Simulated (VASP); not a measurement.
# N in VASP: further runs

N is run at these levels: r2SCAN; tasks: single point.

All numbers are computed with VASP 6.6.1; they aren't measurements. Logs are shortened: lines on timing, memory, paths and dates and some standing lists are left out, and cuts for length are marked.

### 1 The cell of the first run

The cell holds an amorphous packing of atoms, 20 atoms: a = 7.106 Å, b = 7.106 Å, c = 7.106 Å, α = 90.00°, β = 90.00°, γ = 90.00°.

### 2 Single point, r2SCAN

Contents of POSCAR:

```
N
1.0
    7.1057930000      0.0000000000      0.0000000000
    0.0000000000      7.1057930000      0.0000000000
    0.0000000000      0.0000000000      7.1057930000
N
20
Direct
    0.2032285489      0.8402862284      0.4107775163
    0.1708465192      0.8747651388      0.2623915445
    0.3284925412      0.8751310375      0.8722038483
    0.4770896084      0.9181100547      0.8778471312
    0.9004202627      0.9330837529      0.6095449164
    0.9735296258      0.9311416755      0.7439704478
    0.9509846403      0.5745312311      0.9027704579
    0.9552065477      0.5738557259      1.0556316515
    0.9091596110      0.5049541972      0.4711367190
    0.9297765921      0.3533173567      0.4734869141
    0.4587806034      0.4917396271      0.9616519930
    0.5276258399      0.4462837575      0.8332637891
    0.1293310965      0.2130374471      0.1481045113
    0.2283066788      0.2302065371      0.0329871698
    0.7992915076      0.1306821068     -0.0116383914
    0.7098292900      0.1931804093      0.0979763976
    0.6304574310      0.8787055857      0.3087340146
    0.6553526116      0.7483893775      0.2324582211
    0.3596079987      0.4583161936      0.4225566379
    0.4741764923      0.3550764848      0.4126914477
```

Contents of INCAR.step1:

```
  ALGO = Normal
  EDIFF = 1E-4
  ENCUT = 520
  GGA = PE
  ISMEAR = -1
  LASPH = T
  LCHARG = F
  LREAL = Auto
  LWAVE = T
  NBANDS = 66
  NELM = 100
  PREC = Accurate
  SIGMA = 0.05
```

Contents of INCAR.step2:

```
  ALGO = Normal
  EDIFF = 1E-6
  ENCUT = 520
  ISIF = 2
  ISMEAR = -1
  ISTART = 1
  LASPH = T
  LCHARG = F
  LMIXTAU = T
  LREAL = Auto
  LWAVE = F
  METAGGA = R2SCAN
  NBANDS = 66
  NELM = 100
  PREC = Accurate
  SIGMA = 0.05
```

Contents of KPOINTS:

```
k-points
0
Gamma
  1 1 1
```

Potentials or basis: VASP PAW PBE potentials, release 64 (N).

Run with:

```bash
$ cat potpaw_PBE.64/N/POTCAR > POTCAR
$ cp INCAR.step1 INCAR
$ mpirun -np 1 vasp_gam > vasp.out
$ cp INCAR.step2 INCAR
$ mpirun -np 1 vasp_gam > vasp.out
```

OUTCAR:

```text
EDIFF = 1E-6
   ENCUT = 520
   ISIF = 2
   ISMEAR = -1
   ISTART = 1
   LASPH = T
   LREAL = Auto
   METAGGA = R2SCAN
   NELM = 100
   PREC = Accurate

 ion  position               nearest neighbor table
   1  0.203  0.840  0.411-   2 1.11
   2  0.171  0.875  0.262-   1 1.11
   3  0.328  0.875  0.872-   4 1.10
   4  0.477  0.918  0.878-   3 1.10
   5  0.900  0.933  0.610-   6 1.09
   6  0.974  0.931  0.744-   5 1.09
[... 12 lines left out ...]
  19  0.360  0.458  0.423-  20 1.10
  20  0.474  0.355  0.413-  19 1.10

  LATTYP: Found a simple cubic cell.
 ALAT       =     7.1057930000

  Lattice vectors:

 A1 = (   7.1057930000,   0.0000000000,   0.0000000000)
 A2 = (   0.0000000000,   7.1057930000,   0.0000000000)
 A3 = (   0.0000000000,   0.0000000000,   7.1057930000)

Analysis of symmetry for initial positions (statically):
=====================================================================
 Subroutine PRICEL returns:
 Original cell was already a primitive cell.

 Routine SETGRP: Setting up the symmetry group for a
 simple cubic supercell.

 Subroutine GETGRP returns: Found  1 space group operations
 (whereof  1 operations were pure point group operations)
 out of a pool of 48 trial point group operations.

The static configuration has the point symmetry C_1 .

Analysis of symmetry for dynamics (positions and initial velocities):
=====================================================================
 Subroutine PRICEL returns:
 Original cell was already a primitive cell.

 Routine SETGRP: Setting up the symmetry group for a
 simple cubic supercell.

 Subroutine GETGRP returns: Found  1 space group operations
 (whereof  1 operations were pure point group operations)
 out of a pool of 48 trial point group operations.

The dynamic configuration has the point symmetry C_1 .

 Subroutine INISYM returns: Found  1 space group operations
 (whereof  1 operations are pure point group operations),
 and found     1 'primitive' translations

----------------------------------------------------------------------------------------

                                     Primitive cell

  volume of cell :     358.7878

  direct lattice vectors                    reciprocal lattice vectors
     7.105793000  0.000000000  0.000000000     0.140730246  0.000000000  0.000000000
     0.000000000  7.105793000  0.000000000     0.000000000  0.140730246  0.000000000
     0.000000000  0.000000000  7.105793000     0.000000000  0.000000000  0.140730246

  length of vectors
     7.105793000  7.105793000  7.105793000     0.140730246  0.140730246  0.140730246

  position of ions in fractional coordinates (direct lattice)
     0.203228549  0.840286228  0.410777516
     0.170846519  0.874765139  0.262391544
     0.328492541  0.875131037  0.872203848
     0.477089608  0.918110055  0.877847131
     0.900420263  0.933083753  0.609544916
     0.973529626  0.931141676  0.743970448
[... 12 lines left out ...]
     0.359607999  0.458316194  0.422556638
     0.474176492  0.355076485  0.412691448

  ion indices of the primitive-cell ions
   primitive index   ion index
                 1           1
                 2           2
                 3           3
                 4           4
                 5           5
                 6           6
[... 12 lines left out ...]
                19          19
                20          20

----------------------------------------------------------------------------------------

 KPOINTS: k-points

Automatic generation of k-mesh.
 Grid dimensions read from file:
 generate k-points for:    1    1    1

 Generating k-lattice:

  Cartesian coordinates                     Fractional coordinates (reciprocal lattice)
     0.140730246  0.000000000  0.000000000     1.000000000  0.000000000  0.000000000
     0.000000000  0.140730246  0.000000000     0.000000000  1.000000000  0.000000000
     0.000000000  0.000000000  0.140730246     0.000000000  0.000000000  1.000000000

  Length of vectors
     0.140730246  0.140730246  0.140730246

  Shift w.r.t. Gamma in fractional coordinates (k-lattice)
     0.000000000  0.000000000  0.000000000

 Subroutine IBZKPT returns following result:
 ===========================================

 Found      1 irreducible k-points:

 Following reciprocal coordinates:
            Coordinates               Weight
  0.000000  0.000000  0.000000      1.000000
   k-points           NKPTS =      1   k-points in BZ     NKDIM =      1   number of bands    NBANDS=     66
   number of dos      NEDOS =    301   number of ions     NIONS =     20
   total plane-waves  NPLWV = 157464
   dimension x,y,z NGX =    54 NGY =   54 NGZ =   54
   dimension x,y,z NGXF=   108 NGYF=  108 NGZF=  108
   ions per type =              20
   NGX,Y,Z   is equivalent  to a cutoff of  12.63, 12.63, 12.63 a.u.
   NGXF,Y,Z  is equivalent  to a cutoff of  25.27, 25.27, 25.27 a.u.
 SYSTEM =  unknown system
   PREC   = accura    normal or accurate (medium, high low for compatibility)
   ISTART =      1    job   : 0-new  1-cont  2-samecut
   ICHARG =      0    charge: 1-file 2-atom 10-const
   ISPIN  =      1    spin polarized calculation?
   LNONCOLLINEAR =      F non collinear calculations
   LSORBIT =      F    spin-orbit coupling
   LASPH  =      T    aspherical Exc in radial PAW
   ENCUT  =  520.0 eV  38.22 Ry    6.18 a.u.  13.21 13.21 13.21*2*pi/ulx,y,z
   NELM   =    100;   NELMIN=  2; NELMDL=  0     # of ELM steps
   EDIFF  = 0.1E-05   stopping-criterion for ELM
   LREAL  =      T    real-space projection
   EDIFFG = 0.1E-04   stopping-criterion for IOM
   NSW    =      0    number of steps for IOM
   IBRION =     -1    ionic relax: 0-MD 1-quasi-New 2-CG
   NFREE  =      0    steps in history (QN), initial steepest desc. (CG)
   ISIF   =      2    stress and relaxation
   ISYM   =      2    0-nonsym 1-usesym 2-fastsym
   POTIM  = 0.5000    time-step for ionic-motion
   TEBEG  =    0.0;   TEEND  =   0.0 temperature during run
   PSTRESS=    0.0 pullay stress
   NELECT =     100.0000    total number of electrons
   NUPDOWN=      -1.0000    fix difference up-down
   EMIN   =  10.00;   EMAX   =-10.00  energy-range for DOS
   EFERMI =   0.00;   METHOD = LEGACY
   ISMEAR =    -1;   SIGMA  =   0.05  broadening in eV -4-tet -1-fermi 0-gaus
   EFERMI_NEDOS =   21; number of points for ismear=-14 and -15
   IALGO  =     38    algorithm
   IMIX   =      4    mixing-type and parameters
     AMIX     =   0.40;   BMIX     =  1.00
     AMIX_MAG =   1.60;   BMIX_MAG =  1.00
  volume/ion in A,a.u.               =      17.94       121.06
  Fermi-wavevector in a.u.,A,eV,Ry     =   1.069372  2.020821 15.559040  1.143557
  Thomas-Fermi vector in A             =   2.205050
   LORBIT       =      0    0 simple, 1 ext, 2 COOP (PROOUT), +10 PAW based schemes
   METAGGA = R2SCAN    functional components
   LHFCALC =     F    Hartree Fock is set to
   AEXX    =    0.0000 exact exchange contribution
   IVDW    =     0    specifies the selected vdW correction
   LEPSILON=     F    determine dielectric tensor
   LRPA    =     F    only Hartree local field effects (RPA)
 non-spin polarized calculation
  energy-cutoff  :      520.00
  volume of cell :      358.79
 maximum number of plane-waves:      4886
 NGX is ok and might be reduce to    54
   NGX = 27   NGY = 27   NGZ = 27

 number of electron     100.0000004 magnetization

 Free energy of the ion-electron system (eV)
  ---------------------------------------------------
  ext. energy  EPLUGINS =         0.00000000
  ---------------------------------------------------
  free energy    TOTEN  =      -180.56342669 eV

  energy without entropy =     -180.56342669  energy(sigma->0) =     -180.56342669

 E-fermi :  -4.1885     XC(G=0):  -7.5673

 val. band max:       -5.4295086515   @ k =   0.0000   0.0000   0.0000
 cond. band min:       1.7968178555   @ k =   0.0000   0.0000   0.0000
 fundamental gap:      7.2263265070
 Fermi energy:        -4.1884932695

 k-point     1 :       0.0000    0.0000    0.0000
  band No.  band energies     occupation
      1     -25.8779      2.00000
      2     -25.7663      2.00000
      3     -25.7091      2.00000
      4     -25.6413      2.00000
      5     -25.5062      2.00000
      6     -25.4763      2.00000
[... 54 lines left out ...]
     61       2.8047      0.00000
     62       2.8749      0.00000
 [bands above 62 left out]

------------------------ aborting loop because EDIFF is reached ----------------------------------------

  FORCE on cell =-STRESS in cart. coord.  units (eV):
  Direction    XX          YY          ZZ          XY          YZ          ZX
  --------------------------------------------------------------------------------------
  -------------------------------------------------------------------------------------
  Total       12.3911891     14.1562952     18.3211161     -2.4734262      2.5022545     -3.2713924
  in kB       55.3332159     63.2153486     81.8134779    -11.0451569     11.1738905    -14.6084981
  external PRESSURE =      66.7873474 kB  Pullay stress =       0.0000000 kB

 VOLUME and BASIS-vectors are now :
 -----------------------------------------------------------------------------
  energy-cutoff  :      520.00
  volume of cell :      358.79
      direct lattice vectors                 reciprocal lattice vectors
     7.105793000  0.000000000  0.000000000     0.140730246  0.000000000  0.000000000
     0.000000000  7.105793000  0.000000000     0.000000000  0.140730246  0.000000000
     0.000000000  0.000000000  7.105793000     0.000000000  0.000000000  0.140730246

 POSITION                                       TOTAL-FORCE (eV/Angst)
 -----------------------------------------------------------------------------------
      1.44410      5.97090      2.91890         0.251831      0.046447     -0.165591
      1.21400      6.21590      1.86450         0.002690     -0.431860      0.180107
      2.33420      6.21850      6.19770        -0.779292     -0.465453     -0.076527
      3.39010      6.52390      6.23780         0.991259      0.231892     -0.210024
      6.39820      6.63030      4.33130        -1.773615      0.089550     -2.780367
      6.91770      6.61650      5.28650         1.499043     -0.088113      2.589084
[... 12 lines left out ...]
      2.55530      3.25670      3.00260        -0.987926      0.849665      0.074341
      3.36940      2.52310      2.93250         1.008902     -0.955316      0.017280
 -----------------------------------------------------------------------------------
    total drift:                                0.002898      0.000620      0.001645

  FREE ENERGIE OF THE ION-ELECTRON SYSTEM (eV)
  ---------------------------------------------------
  free  energy   TOTEN  =      -180.5634266852 eV

  energy  without entropy=     -180.5634266852  energy(sigma->0) =     -180.56342669
```

Wall time 87 s (1 thread of Intel Xeon Platinum 8481C at 2.70GHz (Sapphire Rapids), shared host); peak memory 0.4 GiB.

Results:

```yaml
Free_energy: -180.5634 eV
Pressure: 6.7 GPa
Largest_force: 3.849 eV/Å
Band_gap_on_the_k_mesh: 7.23 eV
```

Forces in eV/Å, atoms in the order of the input:
```
N    0.252  0.046 -0.166
N    0.003 -0.432  0.180
N   -0.779 -0.465 -0.077
N    0.991  0.232 -0.210
N   -1.774  0.090 -2.780
N    1.499 -0.088  2.589
N   -0.093 -0.087 -3.419
N    0.242  0.017  3.319
N   -0.477  3.193  0.004
N    0.381 -3.183  0.217
N   -1.523  1.420  3.054
N    1.763 -0.985 -3.276
N   -2.048 -0.104  2.645
N    2.014  0.106 -2.667
N    0.375 -0.101 -0.499
N   -0.612  0.521  0.782
N   -0.663  2.680  1.754
N    0.428 -2.754 -1.544
N   -0.988  0.850  0.074
N    1.009 -0.955  0.017
```

Caveat: the k points lie up to 0.88 Å⁻¹ apart; the standard files for N, O and F lose accuracy on very short bonds; the PAW data sets were made with another functional, which shifts forces and pressure a little.

(Continued in part 2 of 2.)
